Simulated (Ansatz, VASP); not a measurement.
## NaI: VASP beside Ansatz

File POSCAR:

```
NaI
1.0
    0.0000000000      3.2296783870      3.2296783870
    3.2296783870      0.0000000000      3.2296783870
    3.2296783870      3.2296783870      0.0000000000
Na I
1 1
Direct
    0.0000000000      0.0000000000      0.0000000000
    0.5000000000      0.5000000000      0.5000000000
```

INCAR.step1

```
PREC = Accurate
ENCUT = 520
ISMEAR = 0
SIGMA = 0.01
LREAL = F
LASPH = T
NELM = 100
NBANDS = 14
GGA = PE
ALGO = Normal
EDIFF = 1E-4
LWAVE = T
LCHARG = F
```

File INCAR.step2:

```
PREC = Accurate
ENCUT = 520
EDIFF = 1E-6
ISMEAR = 0
SIGMA = 0.01
LREAL = F
LASPH = T
NELM = 100
ALGO = Normal
ISIF = 2
LWAVE = F
LCHARG = F
METAGGA = R2SCAN
LMIXTAU = T
NBANDS = 14
ISTART = 1
```

Contents of KPOINTS:

```
Automatic mesh
0
Gamma
  8 8 8
```

Input for Ansatz:

```yaml
crystal:
  lattice:
    - [0.0, 3.229678387, 3.229678387]
    - [3.229678387, 0.0, 3.229678387]
    - [3.229678387, 3.229678387, 0.0]
  atoms:
    - { symbol: Na, position: [0.0, 0.0, 0.0] }
    - { symbol: I, position: [0.5, 0.5, 0.5] }
kpoints:
  mp_grid: { grid: [8, 8, 8] }
  band_path:
    path:
      - [0.0, 0.0, 0.0]
      - [0.5, 0.0, 0.5]
      - [0.625, 0.25, 0.625]
      - [0.375, 0.375, 0.75]
      - [0.5, 0.5, 0.5]
      - [0.5, 0.25, 0.75]
    npoints: 1
hamiltonian:
  xc: r2scan
scf:
  occupations: { method: fixed }
  n_extra_bands: 4
output:
  forces: true
  stress: true
  eigenvalues: true
  write_density: true
  write_potential: true
  elf: true
  volumetric_format: npy
```

Alike in both runs: task single point; functional r2SCAN; k mesh 8 × 8 × 8; no spin polarisation.

```csv
,VASP,Ansatz
version,VASP 6.6.1,Ansatz 0.2.0
potentials or method,"VASP PAW PBE potentials, release 64 (Na_pv, I)","plane waves, PAW"
plane-wave cutoff (eV),520,500
occupations,"gaussian, width 0.01 eV",fixed
valence electrons in the cell,14,26
```

Ansatz gave:

- gap on the k mesh at the Fermi level (eV): 4.45
- pressure (GPa): 0.0

Task: Estimate VASP's values.

Result: gap on the k mesh at the Fermi level (eV): 4.46; pressure (GPa): -0.1.

VASP's potentials were made for PBE, not for r2SCAN. VASP's potentials hold 14 valence electrons a cell and Ansatz's 26, so a difference there can come from the potentials and not from the codes.

Neither program's run includes spin-orbit coupling.
